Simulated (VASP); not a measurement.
Here is a VASP 6.6.1 calculation.

The input INCAR:

```
  PREC = Accurate
  ENCUT = 520
  EDIFF = 1E-7
  ISMEAR = 0
  SIGMA = 0.02
  LREAL = F
  LASPH = T
  NELM = 100
  ALGO = Normal
  ISIF = 2
  LWAVE = F
  LCHARG = F
  GGA = PS
  NBANDS = 15
```

File KPOINTS:

```
regular mesh
0
Gamma
  6 6 4
```

POSCAR

```
MgI2
1.0
    3.9448428829      0.0000000000      0.0000000000
   -1.9724214414      3.4163341505      0.0000000000
    0.0000000000      0.0000000000      7.1939432935
Mg I
1 2
Direct
    0.0000000000      0.0000000000      0.0000000000
    0.3333333333      0.6666666667      0.7588145911
    0.6666666667      0.3333333333      0.2411854089
```

Potentials or basis: VASP PAW PBE potentials, release 64 (Mg, I).

Run with:

```sh
$ cat potpaw_PBE.64/Mg/POTCAR potpaw_PBE.64/I/POTCAR > POTCAR
$ mpirun -np 1 vasp_std > vasp.out
```

Q: Estimate the pressure.

A: 2.0 GPa.

Q: Predict the band gap on the k mesh.

A: 3.29 eV, indirect (least direct gap 3.69 eV).

Stress tensor (GPa, compression positive):
```
 3.07  0.00  0.00
 0.00  3.07  0.00
 0.00  0.00 -0.01
```

Caveat: the PAW data sets were made with another functional, which shifts forces and pressure a little; spin-orbit coupling is left out, which moves the levels of the heavy elements; this functional lacks dispersion, which binds the layers, so the pressure and a relaxed spacing across them are unreliable. A k mesh can miss the band edges.
